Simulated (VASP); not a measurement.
**Re: single point with PBEsol**

The system is Re.

```xyz
2
Lattice="2.7503 0.0000 0.0000 -1.3751 2.3818 0.0000 0.0000 0.0000 4.4433" Properties=species:S:1:pos:R:3 pbc="T T T"
Re    0.0000    1.5879    0.9721
Re    1.3751    0.7939    3.4712
```

```json
{
  "Program": "VASP 6.6.1",
  "Task": "single point",
  "Functional": "PBEsol",
  "Potentials or basis": "VASP PAW PBE potentials, release 64 (Re)",
  "Cutoff": "520 eV",
  "k mesh": "18 × 18 × 10",
  "Occupations": "gaussian, width 0.15 eV",
  "Spin": "no spin polarisation",
  "Dipole correction": "no",
  "Further INCAR settings": "ALGO = Normal; EDIFF = 1e-06; NBANDS = 14"
}
```

```yaml
Pressure: 13.9 GPa
Largest_force: 3.532 eV/Å
Band_gap_on_the_k_mesh: zero (band 7 reaches 9.60 eV, above the bottom of band 8 at 6.55 eV)
```

Forces in eV/Å, atoms in the order of the input:
```
Re   0.000  0.000  3.532
Re   0.000  0.000 -3.532
```

Stress tensor (GPa, compression positive):
```
10.24  0.00  0.00
 0.00 10.24  0.00
 0.00  0.00 21.30
```

Levels at points of the mesh, in eV from the Fermi level:
```
           k point  band 4  band 5  band 6  band 7  band 8  band 9  band 10  band 11
(0.00, 0.00, 0.00)   -1.86   -1.58   -1.35   -1.35    0.82    0.82     1.51     3.92
(0.50, 0.00, 0.00)   -2.14   -1.54   -1.13   -0.22    4.01    4.38     5.15     6.28
(0.00, 0.00, 0.50)   -2.04   -2.04   -1.89   -1.89   -0.59    2.26     2.26     3.65
(0.50, 0.00, 0.50)   -3.13   -0.86    1.10    1.26    1.84    3.83     4.16     4.73
```

Run time: 49 s on 1 thread of Intel(R) Xeon(R) 6975P-C (Granite Rapids) (shared host), peak memory 0.23 GiB.

Caveat: the PAW data sets were made with another functional, which shifts forces and pressure a little; spin-orbit coupling is left out, which moves the levels of the heavy elements.
